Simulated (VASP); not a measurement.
Here is a VASP 6.6.1 calculation.

The input INCAR:

```
  PREC = Accurate
  ENCUT = 520
  EDIFF = 1E-8
  ISMEAR = -1
  SIGMA = 0.05
  LREAL = F
  LASPH = T
  NELM = 150
  ALGO = Normal
  ISIF = 2
  LWAVE = F
  LCHARG = F
  ISPIN = 2
  MAGMOM = 2 0
  LORBIT = 11
  LMAXMIX = 4
  GGA = PE
  LEFG = T
  NBANDS = 18
```

The input KPOINTS:

```
regular mesh
0
Gamma
  15 15 15
```

File POSCAR:

```
CoO
1.0
    0.0319725000      2.1474862500      2.1474862500
    2.1474862500      0.0319725000      2.1474862500
    2.1474862500      2.1474862500      0.0319725000
Co O
1 1
Direct
    0.0000000000      0.0000000000      0.0000000000
    0.5000000000      0.5000000000      0.5000000000
```

Potentials or basis: VASP PAW PBE potentials, release 64 (Co, O).

Command:

```console
$ cat potpaw_PBE.64/Co/POTCAR potpaw_PBE.64/O/POTCAR > POTCAR
$ mpirun -np 1 vasp_std > vasp.out
```

(1) Estimate the net moment.

(2) Estimate the pressure.

Results:

(1) 2.91 μB per cell.

(2) -2.3 GPa.

Caveat: the cell differs from its parent crystal (equal xy, yz and zx shear strains of +1.5 %); without QUAD_EFG the Cq values of the log hold for a quadrupole moment of 1 mb, not for the nuclei; a cell with one magnetic atom can't hold antiferromagnetic order, which such compounds often take.
